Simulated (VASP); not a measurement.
# O (P1) in VASP: further runs, part 3 of 3

VASP 6.6.1. The steps go on from the part before.

## 4. Single point, PBEsol

INCAR reads:

```
  ALGO = Normal
  EDIFF = 1E-6
  ENCUT = 520
  GGA = PS
  ISIF = 2
  ISMEAR = -1
  LASPH = True
  LCHARG = False
  LREAL = Auto
  LWAVE = False
  NBANDS = 62
  NELM = 80
  PREC = Accurate
  SIGMA = 0.2241
```

KPOINTS reads:

```
Automatic mesh
0
Gamma
  3 3 4
  0 0 0.5
```

POSCAR reads:

```
O
1.0
   -2.9385897857      5.0897868114      0.0000000000
    2.9385897857      5.0897868114      0.0000000000
    0.0000000000      3.3931912076     -7.0366406350
O
16
Direct
    0.0308917179      0.1572155763      0.4345593528
    0.1418440603      0.1196371500      0.7404001810
    0.5577370238      0.1349386441      0.4922114372
    0.4359908454      0.1155939651      0.9858984365
   -0.0581391920      0.7167246597      0.4216135446
   -0.1330113648      0.8151954974      0.9372902983
    0.3937064416      0.5566859777      0.4464093255
    0.3521962898      0.4077181597      1.2110854372
    0.5963499883      0.3250024856      0.1164370958
    0.2929325163      0.5072866950      0.6111582534
    0.9822433253      0.6407009280      0.0661217510
    0.8739403736      0.6206008283      0.5785512166
    0.2094110302      1.1595143803      0.0585155647
    0.5040814171      0.9666417263      0.4781801679
    1.1398414640      0.9507875162     -0.1236098367
    0.8752292724      1.1209420301      0.5812665748
```

Potentials or basis: VASP PAW PBE potentials, release 64 (O).

Command:

```
$ cat potpaw_PBE.64/O/POTCAR > POTCAR
$ mpirun -np 1 vasp_std > vasp.out
```

OUTCAR:

```text
EDIFF = 1E-6
   ENCUT = 520
   GGA = PS
   ISIF = 2
   ISMEAR = -1
   LASPH = True
   LREAL = Auto
   NELM = 80
   PREC = Accurate

 ion  position               nearest neighbor table
   1  0.031  0.157  0.435-  16 1.19
   2  0.142  0.120  0.740-  15 1.15
   3  0.558  0.135  0.492-  14 1.23
   4  0.436  0.116  0.986-  13 1.17
   5  0.942  0.717  0.422-  12 1.15
   6  0.867  0.815  0.937-  11 1.25  15 1.96
   7  0.394  0.557  0.446-  10 1.19
   8  0.352  0.408  0.211-   9 1.27
   9  0.596  0.325  0.116-   8 1.27
  10  0.293  0.507  0.611-   7 1.19
  11  0.982  0.641  0.066-   6 1.25
  12  0.874  0.621  0.579-   5 1.15
  13  0.209  0.160  0.059-   4 1.17
  14  0.504  0.967  0.478-   3 1.23
  15  0.140  0.951  0.876-   2 1.15   6 1.96
  16  0.875  0.121  0.581-   1 1.19

  LATTYP: Found a trigonal (rhomboedric) cell.
 ALAT       =     7.8120456986
 COS(alpha) =     0.7170052526

  Lattice vectors:

 A1 = (   2.9385897857,  -1.6965956038,  -7.0366406350)
 A2 = (  -2.9385897857,  -1.6965956038,  -7.0366406350)
 A3 = (   0.0000000000,   3.3931912076,  -7.0366406350)

Analysis of symmetry for initial positions (statically):
=====================================================================
 Subroutine PRICEL returns:
 Original cell was already a primitive cell.

 Routine SETGRP: Setting up the symmetry group for a
 trigonal (rhombohedral) supercell.

 Subroutine GETGRP returns: Found  1 space group operations
 (whereof  1 operations were pure point group operations)
 out of a pool of 12 trial point group operations.

The static configuration has the point symmetry C_1 .

Analysis of symmetry for dynamics (positions and initial velocities):
=====================================================================
 Subroutine PRICEL returns:
 Original cell was already a primitive cell.

 Routine SETGRP: Setting up the symmetry group for a
 trigonal (rhombohedral) supercell.

 Subroutine GETGRP returns: Found  1 space group operations
 (whereof  1 operations were pure point group operations)
 out of a pool of 12 trial point group operations.

The dynamic configuration has the point symmetry C_1 .

 Subroutine INISYM returns: Found  1 space group operations
 (whereof  1 operations are pure point group operations),
 and found     1 'primitive' translations

----------------------------------------------------------------------------------------

                                     Primitive cell

  volume of cell :     210.4912

  direct lattice vectors                    reciprocal lattice vectors
    -2.938589786  5.089786811  0.000000000    -0.170149642  0.098235942  0.047371090
     2.938589786  5.089786811  0.000000000     0.170149642  0.098235942  0.047371090
     0.000000000  3.393191208 -7.036640635     0.000000000  0.000000000 -0.142113269

  length of vectors
     5.877179571  5.877179571  7.812045699     0.202102006  0.202102006  0.142113269

  position of ions in fractional coordinates (direct lattice)
     0.030891718  0.157215576  0.434559353
     0.141844060  0.119637150  0.740400181
     0.557737024  0.134938644  0.492211437
     0.435990845  0.115593965  0.985898437
     0.941860808  0.716724660  0.421613545
[... 84 lines left out ...]
  0.000000  0.333333  0.125000      2.000000
  0.333333  0.333333  0.125000      2.000000
 -0.333333  0.333333  0.125000      2.000000
[... 10 lines left out ...]
  0.333333 -0.333333  0.375000      2.000000
 -0.333333 -0.333333  0.375000      2.000000
   k-points           NKPTS =     18   k-points in BZ     NKDIM =     18   number of bands    NBANDS=     62
   number of dos      NEDOS =    301   number of ions     NIONS =     16
   total plane-waves  NPLWV = 138240
   dimension x,y,z NGX =    48 NGY =   48 NGZ =   60
   dimension x,y,z NGXF=    96 NGYF=   96 NGZF=  120
   ions per type =              16
   NGX,Y,Z   is equivalent  to a cutoff of  13.58, 13.58, 12.77 a.u.
   NGXF,Y,Z  is equivalent  to a cutoff of  27.16, 27.16, 25.54 a.u.
 SYSTEM =  unknown system
   PREC   = accura    normal or accurate (medium, high low for compatibility)
   ISTART =      0    job   : 0-new  1-cont  2-samecut
   ICHARG =      2    charge: 1-file 2-atom 10-const
   ISPIN  =      1    spin polarized calculation?
   LNONCOLLINEAR =      F non collinear calculations
   LSORBIT =      F    spin-orbit coupling
   LASPH  =      T    aspherical Exc in radial PAW
   ENCUT  =  520.0 eV  38.22 Ry    6.18 a.u.  10.93 10.93 14.53*2*pi/ulx,y,z
   NELM   =     80;   NELMIN=  2; NELMDL= -5     # of ELM steps
   EDIFF  = 0.1E-05   stopping-criterion for ELM
   LREAL  =      T    real-space projection
   EDIFFG = 0.1E-04   stopping-criterion for IOM
   NSW    =      0    number of steps for IOM
   IBRION =     -1    ionic relax: 0-MD 1-quasi-New 2-CG
   NFREE  =      0    steps in history (QN), initial steepest desc. (CG)
   ISIF   =      2    stress and relaxation
   ISYM   =      2    0-nonsym 1-usesym 2-fastsym
   POTIM  = 0.5000    time-step for ionic-motion
   TEBEG  =    0.0;   TEEND  =   0.0 temperature during run
   PSTRESS=    0.0 pullay stress
   NELECT =      96.0000    total number of electrons
   NUPDOWN=      -1.0000    fix difference up-down
   EMIN   =  10.00;   EMAX   =-10.00  energy-range for DOS
   EFERMI =   0.00;   METHOD = LEGACY
   ISMEAR =    -1;   SIGMA  =   0.22  broadening in eV -4-tet -1-fermi 0-gaus
   EFERMI_NEDOS =   21; number of points for ismear=-14 and -15
   IALGO  =     38    algorithm
   IMIX   =      4    mixing-type and parameters
     AMIX     =   0.40;   BMIX     =  1.00
     AMIX_MAG =   1.60;   BMIX_MAG =  1.00
  volume/ion in A,a.u.               =      13.16        88.78
  Fermi-wavevector in a.u.,A,eV,Ry     =   1.260145  2.381329 21.605589  1.587966
  Thomas-Fermi vector in A             =   2.393670
   LORBIT       =      0    0 simple, 1 ext, 2 COOP (PROOUT), +10 PAW based schemes
   GGA     = PS    functional components
   LHFCALC =     F    Hartree Fock is set to
   AEXX    =    0.0000 exact exchange contribution
   IVDW    =     0    specifies the selected vdW correction
   LEPSILON=     F    determine dielectric tensor
   LRPA    =     F    only Hartree local field effects (RPA)
 non-spin polarized calculation
  energy-cutoff  :      520.00
  volume of cell :      210.49
 maximum number of plane-waves:      5694
 NGX is ok and might be reduce to    48
   NGX = 21   NGY = 21   NGZ = 29

 number of electron      95.9999999 magnetization

 Free energy of the ion-electron system (eV)
  ---------------------------------------------------
  ext. energy  EPLUGINS =         0.00000000
  ---------------------------------------------------
  free energy    TOTEN  =       -77.20209576 eV

  energy without entropy =      -74.71414228  energy(sigma->0) =      -75.95811902

 E-fermi :  -0.1868     XC(G=0):  -8.6159

 val. band max:       -0.1900080301   @ k =  -0.3333   0.3333   0.3750
 cond. band min:      -0.1808624387   @ k =   0.3333   0.0000   0.3750
 fundamental gap:      0.0091455914
 Fermi energy:        -0.1868282100

 k-point     1 :       0.0000    0.0000    0.1250
  band No.  band energies     occupation
      1     -29.1695      2.00000
      2     -29.0848      2.00000
      3     -28.4083      2.00000
      4     -27.8493      2.00000
      5     -27.5769      2.00000
      6     -26.5283      2.00000
[... 1123 lines left out ...]
     59       7.9153      0.00000
     60       8.2794      0.00000
 [bands above 60 left out]

------------------------ aborting loop because EDIFF is reached ----------------------------------------

  FORCE on cell =-STRESS in cart. coord.  units (eV):
  Direction    XX          YY          ZZ          XY          YZ          ZX
  --------------------------------------------------------------------------------------
  -------------------------------------------------------------------------------------
  Total       10.1204159      7.1840547     25.3226641      1.2804910      8.0116545      1.9998122
  in kB       77.0326823     54.6822391    192.7463012      9.7466008     60.9816077     15.2217948
  external PRESSURE =     108.1537409 kB  Pullay stress =       0.0000000 kB

 VOLUME and BASIS-vectors are now :
 -----------------------------------------------------------------------------
  energy-cutoff  :      520.00
  volume of cell :      210.49
      direct lattice vectors                 reciprocal lattice vectors
    -2.938589786  5.089786811  0.000000000    -0.170149642  0.098235942  0.047371090
     2.938589786  5.089786811  0.000000000     0.170149642  0.098235942  0.047371090
     0.000000000  3.393191208 -7.036640635     0.000000000  0.000000000 -0.142113269

 POSITION                                       TOTAL-FORCE (eV/Angst)
 -----------------------------------------------------------------------------------
      0.37121      2.43197     -3.05784        -1.047876      1.019477      2.992286
     -0.06526      3.84320     -5.20993         2.430400      2.528980      5.516592
     -1.24243      5.19574     -3.46352        -0.177324     -0.194549     -0.216240
     -0.94151      6.15279     -6.93741        -3.281995      2.879731      2.982191
     -0.66158      9.87246     -2.96674        -0.445542      1.621368      7.368047
     -0.15220     11.74236     -6.59537        -1.325223      0.519600     -1.093417
[... 8 lines left out ...]
      2.38304      8.52483     -6.16684        -1.896694     -1.850701     -4.718103
     -2.21654      7.04265     -4.09016         0.734233     -0.963035     -2.787027
 -----------------------------------------------------------------------------------
    total drift:                               -0.007026      0.003231     -0.007445

  FREE ENERGIE OF THE ION-ELECTRON SYSTEM (eV)
  ---------------------------------------------------
  free  energy   TOTEN  =       -77.2020957582 eV

  energy  without entropy=      -74.7141422820  energy(sigma->0) =      -75.95811902
```

Run time: 5 min. Hardware: 1 thread of Intel Xeon 6975P-C (Granite Rapids), shared host; peak memory 0.39 GiB.

What came out:

```
Free energy            : -77.2021 eV
Pressure               : 10.8 GPa
Largest force          : 7.557 eV/Å
Band gap on the k mesh : zero (bands 48 and 49 overlap by 0.02 eV)
```

Forces on the atoms (eV/Å):
```
O   -1.048  1.019  2.992
O    2.430  2.529  5.517
O   -0.177 -0.195 -0.216
O   -3.282  2.880  2.982
O   -0.446  1.621  7.368
O   -1.325  0.520 -1.093
O    1.097  0.455  3.261
O   -1.459  1.165  1.408
O    1.725 -1.291 -0.913
O    0.369 -0.110 -3.633
O    0.435 -1.813 -0.418
O   -1.440 -0.840 -6.982
O    3.371 -2.478 -2.749
O    0.912 -0.649 -0.018
O   -1.897 -1.851 -4.718
O    0.734 -0.963 -2.787
```

Stress tensor (GPa, compression positive):
```
 7.70  0.97  1.52
 0.97  5.47  6.10
 1.52  6.10 19.27
```

Levels at points of the mesh, in eV from the Fermi level:
```tsv
k point	band 44	band 45	band 46	band 47	band 48	band 49	band 50	band 51	band 52	band 53
(0.00, 0.00, 0.12)	-0.65	-0.58	-0.33	-0.23	-0.08	0.10	0.22	0.32	0.50	0.62
```

Caveat: the k points lie up to 0.42 Å⁻¹ apart; the standard files for N, O and F lose accuracy on very short bonds; spin is off for a triplet molecule; the atoms stand as in a frame of molecular dynamics; this functional lacks dispersion, which holds the molecules together, so the pressure and a relaxed volume are unreliable; the PAW data sets were made with another functional, which shifts forces and pressure a little.

## 5. Summary

```tsv
cell	gap on the mesh (eV)	pressure (GPa)	largest force (eV/Å)
as given, atomic positions A	-	2.2	5.74
as given, atomic positions B	0.02	7.5	4.89
as given, atomic positions C	none	10.8	7.56
```

Alike in all rows: task single point; level PBEsol; potentials or basis VASP PAW PBE potentials, release 64 (O); no spin polarisation; k mesh 3 × 3 × 4, shifted; cutoff (eV) 520; smearing fermi-dirac 0.2241 eV.

Caveats: all runs use coarse meshes; the standard files for N, O and F lose accuracy on very short bonds; spin is off for a triplet molecule; the atoms stand as in a frame of molecular dynamics; this functional lacks dispersion, which holds the molecules together, so the pressure and a relaxed volume are unreliable; the PAW data sets were made with another functional, which shifts forces and pressure a little; a shifted mesh leaves out Γ, where band edges can lie (at least some runs).

Absolute energies hang on the potentials; compare differences alone.
